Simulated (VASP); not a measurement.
Wanted: the native input for a VASP 6.6.1 run.

| Item | Value |
| --- | --- |
| Task | single point |
| Functional | LDA |
| Potentials or basis | VASP PAW LDA potentials, release 64 (Al) |
| Cutoff | 500 eV |
| k mesh | 18 × 18 × 18 |
| Occupations | gaussian, width 0.1 eV |
| Spin | no spin polarisation |
| Dipole correction | no |
| Further INCAR settings | ALGO = Normal; EDIFF = 1e-06; NBANDS = 8 |

The structure of Al lies in POSCAR:

```
Al
1.0
    0.0000000000      1.9917798323      1.9917798323
    1.9917798323      0.0000000000      1.9917798323
    1.9917798323      1.9917798323      0.0000000000
Al
1
Direct
    0.0000000000      0.0000000000      0.0000000000
```

The input as run:

INCAR

```
  PREC = Accurate
  ENCUT = 500
  EDIFF = 1E-6
  ISMEAR = 0
  SIGMA = 0.1
  LREAL = F
  LASPH = T
  NELM = 120
  ALGO = Normal
  ISIF = 2
  LWAVE = F
  LCHARG = F
  GGA = CA
  NBANDS = 8
  GGA_COMPAT = F
```

KPOINTS

```
regular mesh
0
Gamma
  18 18 18
```

Potentials or basis: VASP PAW LDA potentials, release 64 (Al).

Command:

```bash
$ cat potpaw_LDA.64/Al/POTCAR > POTCAR
$ mpirun -np 1 vasp_std > vasp.out
```

Results of the run:

```json
{"Pressure": "0.1 GPa", "Band gap on the k mesh": "zero (an odd number of electrons rules out a gap without spin polarisation)"}
```

It took 14 s on 1 thread of Intel(R) Xeon(R) Platinum 8259CL CPU @ 2.50GHz (Skylake/Cascade Lake), with other jobs on the host, peak memory 0.13 GiB.
